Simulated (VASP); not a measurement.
# Re (P6_3/mmc) in VASP: notebook

Re is run at these levels: PBE; tasks: relaxation of shape and atoms at fixed volume.

All numbers are computed with VASP 6.6.1; they aren't measurements. Logs are shortened: lines on timing, memory, paths and dates and some standing lists are left out, and cuts for length are marked.

## (1) The cell of the first run

The structure is hexagonal, space group P6_3/mmc (No. 194). The conventional cell has a = 2.829 Å, b = 2.829 Å, c = 4.572 Å, α = 90.00°, β = 90.00°, γ = 120.00°. Re (site symmetry -6m2) has 12 Re at 2.81 to 2.83 Å within 3.7 Å.

## (2) Relaxation of shape and atoms at fixed volume, PBE (volume scaled by 1.06)

Contents of INCAR:

```
SYSTEM = Re
  ALGO = Fast
  EDIFF = 1E-6
  EDIFFG = -0.01
  ENCUT = 600
  GGA = PE
  IBRION = 2
  ISIF = 4
  ISMEAR = 0
  LASPH = .TRUE.
  LCHARG = .FALSE.
  LREAL = .FALSE.
  LWAVE = .FALSE.
  NELM = 100
  NSW = 50
  PREC = Accurate
  SIGMA = 0.1
```

Contents of KPOINTS:

```
k-points
0
G
  18 18 10
  0 0 0
```

Contents of POSCAR:

```
Re
1.0
    2.8293104506      0.0000000000      0.0000000000
   -1.4146552253      2.4502547254      0.0000000000
    0.0000000000      0.0000000000      4.5720743410
Re
2
Direct
    0.3333333333      0.6666666667      0.2500000000
    0.6666666667      0.3333333333      0.7500000000
```

Potentials or basis: VASP PAW PBE potentials, release 64 (Re).

Command:

```console
> cat potpaw_PBE.64/Re/POTCAR > POTCAR
> mpirun -np 1 vasp_std > vasp.out
```

OUTCAR:

```text
SYSTEM = Re
   EDIFF = 1E-6
   EDIFFG = -0.01
   ENCUT = 600
   GGA = PE
   IBRION = 2
   ISIF = 4
   ISMEAR = 0
   LASPH = .TRUE.
   LREAL = .FALSE.
   NELM = 100
   NSW = 50
   PREC = Accurate

 ion  position               nearest neighbor table
   1  0.333  0.667  0.250-   2 2.81   2 2.81   2 2.81   2 2.81   2 2.81   2 2.81
   2  0.667  0.333  0.750-   1 2.81   1 2.81   1 2.81   1 2.81   1 2.81   1 2.81

  LATTYP: Found a hexagonal cell.
 ALAT       =     2.8293104506
 C/A-ratio  =     1.6159677140

  Lattice vectors:

 A1 = (   2.8293104506,   0.0000000000,   0.0000000000)
 A2 = (  -1.4146552253,   2.4502547254,   0.0000000000)
 A3 = (   0.0000000000,   0.0000000000,   4.5720743410)

Analysis of symmetry for initial positions (statically):
=====================================================================
 Subroutine PRICEL returns:
 Original cell was already a primitive cell.

 Routine SETGRP: Setting up the symmetry group for a
 hexagonal supercell.

 Subroutine GETGRP returns: Found 24 space group operations
 (whereof 12 operations were pure point group operations)
 out of a pool of 24 trial point group operations.

The static configuration has the point symmetry D_3d.
 The point group associated with its full space group is D_6h.

Analysis of symmetry for dynamics (positions and initial velocities):
=====================================================================
 Subroutine PRICEL returns:
 Original cell was already a primitive cell.

 Routine SETGRP: Setting up the symmetry group for a
 hexagonal supercell.

 Subroutine GETGRP returns: Found 24 space group operations
 (whereof 12 operations were pure point group operations)
 out of a pool of 24 trial point group operations.

The dynamic configuration has the point symmetry D_3d.
 The point group associated with its full space group is D_6h.

 Subroutine INISYM returns: Found 24 space group operations
 (whereof 12 operations are pure point group operations),
 and found     1 'primitive' translations

----------------------------------------------------------------------------------------

                                     Primitive cell

  volume of cell :      31.6960

  direct lattice vectors                    reciprocal lattice vectors
     2.829310451  0.000000000  0.000000000     0.353443009  0.204060417  0.000000000
    -1.414655225  2.450254725  0.000000000     0.000000000  0.408120833  0.000000000
     0.000000000  0.000000000  4.572074341     0.000000000  0.000000000  0.218719103

  length of vectors
     2.829310451  2.829310451  4.572074341     0.408120833  0.408120833  0.218719103

  position of ions in fractional coordinates (direct lattice)
     0.333333333  0.666666667  0.250000000
     0.666666667  0.333333333  0.750000000

  ion indices of the primitive-cell ions
   primitive index   ion index
                 1           1
                 2           2

----------------------------------------------------------------------------------------

 KPOINTS: k-points

Automatic generation of k-mesh.
 Grid dimensions read from file:
 generate k-points for:   18   18   10

 Generating k-lattice:

  Cartesian coordinates                     Fractional coordinates (reciprocal lattice)
     0.019635723  0.011336690  0.000000000     0.055555556  0.000000000  0.000000000
     0.000000000  0.022673380  0.000000000     0.000000000  0.055555556  0.000000000
     0.000000000  0.000000000  0.021871910     0.000000000  0.000000000  0.100000000

  Length of vectors
     0.022673380  0.022673380  0.021871910

  Shift w.r.t. Gamma in fractional coordinates (k-lattice)
     0.000000000  0.000000000  0.000000000

 Subroutine IBZKPT returns following result:
 ===========================================

 Found    222 irreducible k-points:

 Following reciprocal coordinates:
            Coordinates               Weight
  0.000000  0.000000  0.000000      1.000000
  0.055556  0.000000  0.000000      6.000000
  0.111111  0.000000  0.000000      6.000000
  0.166667  0.000000  0.000000      6.000000
  0.222222 -0.000000  0.000000      6.000000
  0.277778  0.000000  0.000000      6.000000
[... 16 lines left out ...]
  0.333333  0.111111  0.000000     12.000000
  0.388889  0.111111  0.000000     12.000000
 [... further k-points ...]
   k-points           NKPTS =    222   k-points in BZ     NKDIM =    222   number of bands    NBANDS=     11
   number of dos      NEDOS =    301   number of ions     NIONS =      2
   total plane-waves  NPLWV =  23040
   dimension x,y,z NGX =    24 NGY =   24 NGZ =   40
   dimension x,y,z NGXF=    48 NGYF=   48 NGZF=   80
   ions per type =               2
   NGX,Y,Z   is equivalent  to a cutoff of  14.10, 14.10, 14.54 a.u.
   NGXF,Y,Z  is equivalent  to a cutoff of  28.20, 28.20, 29.09 a.u.
 SYSTEM =  Re
   PREC   = accura    normal or accurate (medium, high low for compatibility)
   ISTART =      0    job   : 0-new  1-cont  2-samecut
   ICHARG =      2    charge: 1-file 2-atom 10-const
   ISPIN  =      1    spin polarized calculation?
   LNONCOLLINEAR =      F non collinear calculations
   LSORBIT =      F    spin-orbit coupling
   LASPH  =      T    aspherical Exc in radial PAW
   ENCUT  =  600.0 eV  44.10 Ry    6.64 a.u.   5.65  5.65  9.13*2*pi/ulx,y,z
   NELM   =    100;   NELMIN=  2; NELMDL= -5     # of ELM steps
   EDIFF  = 0.1E-05   stopping-criterion for ELM
   LREAL  =      F    real-space projection
   EDIFFG = -.1E-01   stopping-criterion for IOM
   NSW    =     50    number of steps for IOM
   IBRION =      2    ionic relax: 0-MD 1-quasi-New 2-CG
   NFREE  =      1    steps in history (QN), initial steepest desc. (CG)
   ISIF   =      4    stress and relaxation
   ISYM   =      2    0-nonsym 1-usesym 2-fastsym
   POTIM  = 0.5000    time-step for ionic-motion
   TEBEG  =    0.0;   TEEND  =   0.0 temperature during run
   PSTRESS=    0.0 pullay stress
   NELECT =      14.0000    total number of electrons
   NUPDOWN=      -1.0000    fix difference up-down
   EMIN   =  10.00;   EMAX   =-10.00  energy-range for DOS
   EFERMI =   0.00;   METHOD = LEGACY
   ISMEAR =     0;   SIGMA  =   0.10  broadening in eV -4-tet -1-fermi 0-gaus
   EFERMI_NEDOS =   21; number of points for ismear=-14 and -15
   IALGO  =     68    algorithm
   IMIX   =      4    mixing-type and parameters
     AMIX     =   0.40;   BMIX     =  1.00
     AMIX_MAG =   1.60;   BMIX_MAG =  1.00
  volume/ion in A,a.u.               =      15.85       106.95
  Fermi-wavevector in a.u.,A,eV,Ry     =   1.246759  2.356033 21.149001  1.554408
  Thomas-Fermi vector in A             =   2.380922
   LORBIT       =      0    0 simple, 1 ext, 2 COOP (PROOUT), +10 PAW based schemes
   GGA     = PE    functional components
   LHFCALC =     F    Hartree Fock is set to
   AEXX    =    0.0000 exact exchange contribution
   IVDW    =     0    specifies the selected vdW correction
   LEPSILON=     F    determine dielectric tensor
   LRPA    =     F    only Hartree local field effects (RPA)
 conjugate gradient relaxation of ions
 non-spin polarized calculation
 RMM-DIIS sequential band-by-band and
 Gauss-broadening in eV      SIGMA  =   0.10
  energy-cutoff  :      600.00
  volume of cell :       31.70
 maximum number of plane-waves:      1093
 NGX is ok and might be reduce to    24
   NGX = 11   NGY = 11   NGZ = 19

--------------------------------------- Ionic step        1  -------------------------------------------

 number of electron      14.0000001 magnetization

 Free energy of the ion-electron system (eV)
  ---------------------------------------------------
  ext. energy  EPLUGINS =         0.00000000
  ---------------------------------------------------
  free energy    TOTEN  =       -24.74043502 eV

  energy without entropy =      -24.73147767  energy(sigma->0) =      -24.73595635

------------------------ aborting loop because EDIFF is reached ----------------------------------------

  FORCE on cell =-STRESS in cart. coord.  units (eV):
  Direction    XX          YY          ZZ          XY          YZ          ZX
  --------------------------------------------------------------------------------------
  -------------------------------------------------------------------------------------
  Total       -3.8017251     -3.8017251     -3.8724248     -0.0000000      0.0000000      0.0000000
  in kB     -192.1702558   -192.1702558   -195.7439965     -0.0000000      0.0000000      0.0000000
  external PRESSURE =    -193.3615027 kB  Pullay stress =       0.0000000 kB
[... 57 lines left out ...]
  energy  without entropy=      -24.7314149892  energy(sigma->0) =      -24.73593142

--------------------------------------- Ionic step        3  -------------------------------------------

 number of electron      14.0000001 magnetization

 Free energy of the ion-electron system (eV)
  ---------------------------------------------------
  ext. energy  EPLUGINS =         0.00000000
  ---------------------------------------------------
  free energy    TOTEN  =       -24.74045988 eV

  energy without entropy =      -24.73145745  energy(sigma->0) =      -24.73595867

 E-fermi :   6.9802     XC(G=0): -13.3236

 val. band max:        6.9795784432   @ k =   0.3889   0.0556   0.4000
 cond. band min:       6.9808467146   @ k =   0.1111   0.1111   0.0000
 fundamental gap:      0.0012682714
 Fermi energy:         6.9802471733

 k-point     1 :       0.0000    0.0000    0.0000
  band No.  band energies     occupation
      1      -2.3594      2.00000
      2       0.9005      2.00000
      3       5.5938      2.00000
      4       5.5978      2.00000
      5       5.5978      2.00000
      6       6.3391      2.00000
      7       6.3391      2.00000
      8       7.1702      0.00721
      9       7.1702      0.00721
     10       7.4909      0.00000
     11      10.0238      0.00000
[... 309 lines left out ...]
 k-point    24 :       0.3889    0.1111    0.0000
  band No.  band energies     occupation
      1       1.8192      2.00000
      2       2.0482      2.00000
      3       2.3803      2.00000
      4       4.8119      2.00000
      5       5.1343      2.00000
      6       5.7344      2.00000
      7       6.4175      2.00000
      8       9.8666      0.00000
      9      10.3946      0.00000
     10      10.6428      0.00000
     11      12.0284      0.00000

 [... further k-points ...]
[... 5 lines left out ...]
  --------------------------------------------------------------------------------------
  -------------------------------------------------------------------------------------
  Total       -3.8256728     -3.8256728     -3.8184579      0.0000000     -0.0000000      0.0000000
  in kB     -193.3807685   -193.3807685   -193.0160706      0.0000000     -0.0000000      0.0000000
  external PRESSURE =    -193.2592026 kB  Pullay stress =       0.0000000 kB
[... 17 lines left out ...]
  FREE ENERGIE OF THE ION-ELECTRON SYSTEM (eV)
  ---------------------------------------------------
  free  energy   TOTEN  =       -24.7404598832 eV

  energy  without entropy=      -24.7314574532  energy(sigma->0) =      -24.73595867

 reached required accuracy - stopping structural energy minimisation
```

Run time: 4.8 min. Hardware: 1 thread of Oxide Virtual Turin-like, shared host; peak memory 0.2 GiB.

Results:

- Free energy: -24.7405 eV
- Energy gained by relaxing: 0.0 meV/atom
- Ionic steps: 3
- Pressure after relaxing: -19.3 GPa
- Band gap on the k mesh: zero (band 7 reaches 8.27 eV, above the bottom of band 8 at 5.48 eV)

Final structure:
```
CELL_PARAMETERS angstrom
2.83027 0.00000 0.00000
-1.41514 2.45109 0.00000
0.00000 0.00000 4.56897
ATOMIC_POSITIONS crystal
Re 0.33333 0.66667 0.25000
Re 0.66667 0.33333 0.75000
```

Caveat: spin-orbit coupling is left out, which moves the levels of the heavy elements.

## (3) Relaxation of shape and atoms at fixed volume, PBE (volume scaled by 1.10)

Contents of INCAR:

```
ALGO = Fast ; EDIFF = 1E-6
EDIFFG = -0.01 ; ENCUT = 600
GGA = PE ; IBRION = 2
ISIF = 4 ; ISMEAR = 0
LASPH = T ; LCHARG = F
LREAL = F ; LWAVE = F
NELM = 80 ; NSW = 50
PREC = Accurate ; SIGMA = 0.1
```

Contents of KPOINTS:

```
k-points
0
Gamma
  18 18 10
```

Contents of POSCAR:

```
Re
1.0
    2.8649760358      0.0000000000      0.0000000000
   -1.4324880179      2.4811420282      0.0000000000
    0.0000000000      0.0000000000      4.6272112095
Re
2
Direct
    0.3333333333      0.6666666667      0.2500000000
    0.6666666667      0.3333333333      0.7500000000
```

Potentials or basis: VASP PAW PBE potentials, release 64 (Re).

Command:

```console
> cat potpaw_PBE.64/Re/POTCAR > POTCAR
> mpirun -np 1 vasp_std > vasp.out
```

OUTCAR:

```text
EDIFF = 1E-6
   EDIFFG = -0.01
   ENCUT = 600
   GGA = PE
   IBRION = 2
   ISIF = 4
   ISMEAR = 0
   LASPH = T
   LREAL = F
   NELM = 80
   NSW = 50
   PREC = Accurate

 ion  position               nearest neighbor table
   1  0.333  0.667  0.250-   2 2.84   2 2.84   2 2.84   2 2.84   2 2.84   2 2.84
   2  0.667  0.333  0.750-   1 2.84   1 2.84   1 2.84   1 2.84   1 2.84   1 2.84

  LATTYP: Found a hexagonal cell.
 ALAT       =     2.8649760358
 C/A-ratio  =     1.6150959560

  Lattice vectors:

 A1 = (   2.8649760358,   0.0000000000,   0.0000000000)
 A2 = (  -1.4324880179,   2.4811420282,   0.0000000000)
 A3 = (   0.0000000000,   0.0000000000,   4.6272112095)

Analysis of symmetry for initial positions (statically):
=====================================================================
 Subroutine PRICEL returns:
 Original cell was already a primitive cell.

 Routine SETGRP: Setting up the symmetry group for a
 hexagonal supercell.

 Subroutine GETGRP returns: Found 24 space group operations
 (whereof 12 operations were pure point group operations)
 out of a pool of 24 trial point group operations.

The static configuration has the point symmetry D_3d.
 The point group associated with its full space group is D_6h.

Analysis of symmetry for dynamics (positions and initial velocities):
=====================================================================
 Subroutine PRICEL returns:
 Original cell was already a primitive cell.

 Routine SETGRP: Setting up the symmetry group for a
 hexagonal supercell.
[... 228 lines left out ...]

 number of electron      13.9999999 magnetization

 Free energy of the ion-electron system (eV)
  ---------------------------------------------------
  ext. energy  EPLUGINS =         0.00000000
  ---------------------------------------------------
  free energy    TOTEN  =       -24.55962677 eV

  energy without entropy =      -24.55016653  energy(sigma->0) =      -24.55489665

 E-fermi :   6.5583     XC(G=0): -13.1230

 val. band max:        6.5570294730   @ k =   0.2778   0.1667   0.5000
 cond. band min:       6.5685594134   @ k =   0.5000   0.0000   0.4000
 fundamental gap:      0.0115299404
 Fermi energy:         6.5582801221

 k-point     1 :       0.0000    0.0000    0.0000
  band No.  band energies     occupation
      1      -2.5295      2.00000
      2       0.7277      2.00000
      3       5.2552      2.00000
      4       5.2552      2.00000
      5       5.2552      2.00000
      6       5.9539      2.00000
      7       5.9539      2.00000
      8       6.7350      0.01242
      9       6.7350      0.01242
     10       7.0315      0.00000
     11       9.4416      0.00000
[... 309 lines left out ...]
 k-point    24 :       0.3889    0.1111    0.0000
  band No.  band energies     occupation
      1       1.5798      2.00000
      2       1.8691      2.00000
      3       2.1964      2.00000
      4       4.4486      2.00000
      5       4.8118      2.00000
      6       5.3705      2.00000
      7       6.0209      2.00000
      8       9.2890      0.00000
      9       9.7816      0.00000
     10      10.0171      0.00000
     11      11.3242      0.00000

 [... further k-points ...]
[... 5 lines left out ...]
  --------------------------------------------------------------------------------------
  -------------------------------------------------------------------------------------
  Total       -5.9173718     -5.9173718     -5.9024689      0.0000000      0.0000000     -0.0000000
  in kB     -288.2355191   -288.2355191   -287.5095962      0.0000000      0.0000000     -0.0000000
  external PRESSURE =    -287.9935448 kB  Pullay stress =       0.0000000 kB
[... 17 lines left out ...]
  FREE ENERGIE OF THE ION-ELECTRON SYSTEM (eV)
  ---------------------------------------------------
  free  energy   TOTEN  =       -24.5596267723 eV

  energy  without entropy=      -24.5501665349  energy(sigma->0) =      -24.55489665

 reached required accuracy - stopping structural energy minimisation
```

OSZICAR:

```text
N       E                     dE             d eps       ncg     rms          rms(c)
DAV:   1     0.343436114117E+02    0.34344E+02   -0.73041E+03  8602   0.166E+03
DAV:   2    -0.183036129231E+02   -0.52647E+02   -0.45787E+02  7678   0.317E+02
[... 21 lines left out ...]
   2 F= -.24559619E+02 E0= -.24554877E+02  d E =-.193129E-04
       N       E                     dE             d eps       ncg     rms          rms(c)
DAV:   1    -0.245596412557E+02   -0.22417E-04   -0.11438E-03  8902   0.125E+00    0.179E-02
RMM:   2    -0.245596296484E+02    0.11607E-04   -0.31109E-06  3727   0.427E-02    0.934E-03
RMM:   3    -0.245596265988E+02    0.30496E-05   -0.89233E-06  4483   0.552E-02    0.169E-03
RMM:   4    -0.245596267723E+02   -0.17353E-06   -0.18054E-06  3600   0.559E-02
   3 F= -.24559627E+02 E0= -.24554897E+02  d E =-.268359E-04
```

Run time: 5.1 min. Hardware: 1 thread of Oxide Virtual Turin-like, shared host; peak memory 0.21 GiB.

What came out:

```yaml
Free_energy: -24.5596 eV
Energy_gained_by_relaxing: 0.0 meV/atom
Ionic_steps: 3
Pressure_after_relaxing: -28.8 GPa
Band_gap_on_the_k_mesh: zero (band 7 reaches 7.77 eV, above the bottom of band 8 at 5.14 eV)
```

Final structure:
```
Re
1.0
     2.86605    0.00000    0.00000
    -1.43302    2.48207    0.00000
     0.00000    0.00000    4.62375
Re
2
Direct
  0.33333 0.66667 0.25000
  0.66667 0.33333 0.75000
```

Caveat: spin-orbit coupling is left out, which moves the levels of the heavy elements.
